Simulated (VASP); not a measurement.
Input of a VASP 6.6.1 run:

Contents of INCAR:

```
  PREC = Accurate
  ENCUT = 520
  EDIFF = 1E-6
  ISMEAR = 0
  SIGMA = 0.15
  LREAL = F
  LASPH = T
  NELM = 100
  ALGO = Normal
  ISIF = 2
  LWAVE = F
  LCHARG = T
  GGA = PE
  LELF = T
  LVHAR = T
  NBANDS = 7
```

KPOINTS

```
Automatic mesh
0
Gamma
  20 20 20
```

POSCAR

```
Mg
1.0
   -1.7628081800      1.7628081800      1.8484806575
    1.7628081800     -1.7628081800      1.8484806575
    1.7628081800      1.7628081800     -1.8484806575
Mg
1
Direct
    0.0000000000      0.0000000000      0.0000000000
```

Potentials or basis: VASP PAW PBE potentials, release 64 (Mg).

Launch:

```console
$ cat potpaw_PBE.64/Mg/POTCAR > POTCAR
$ mpirun -np 1 vasp_std > vasp.out
```

Problem. What does it give for the pressure?

Solution. -0.2 GPa.

Problem. Estimate the band gap on the k mesh.

Solution. Zero (bands 1 and 2 overlap by 4.19 eV).
